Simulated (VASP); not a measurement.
## NaCl: single point with PBEsol

Crystal: NaCl.

```
Na Cl
1.0
     2.80095    2.80095    0.00000
    -2.80095    2.80095    0.00000
     0.00000    2.80095    2.80095
Na Cl
1 1
Cartesian
  0.0000 0.0000 0.0000
  0.0000 2.8010 0.0000
```

```json
{"Program": "VASP 6.6.1", "Task": "single point", "Functional": "PBEsol", "Potentials or basis": "VASP PAW PBE potentials, release 64 (Na_pv, Cl)", "Cutoff": "520 eV", "k mesh": "8 × 8 × 8", "Occupations": "gaussian, width 0.01 eV", "Spin": "no spin polarisation", "Dipole correction": "no", "Further INCAR settings": "ALGO = Normal; EDIFF = 1e-06; NBANDS = 14"}
```

- Pressure: 0.0 GPa
- Band gap on the k mesh: 5.01 eV

Levels at points of the mesh, in eV from the valence-band top:
```csv
k point,band 4,band 5,band 6,band 7,band 8,band 9,band 10,band 11
"(0.00, 0.00, 0.00)",-12.69,0.00,0.00,0.00,5.01,11.02,11.02,11.02
"(0.50, 0.00, 0.00)",-12.32,-2.03,-0.28,-0.28,7.11,10.66,10.91,10.91
"(0.50, 0.50, 0.00)",-12.27,-1.76,-0.63,-0.63,7.49,7.87,11.27,14.80
```

It took 22 s on 1 thread of Intel Xeon 8259CL, on a shared host, peak memory 0.17 GiB.

Caveat: the PAW data sets were made with another functional, which shifts forces and pressure a little.
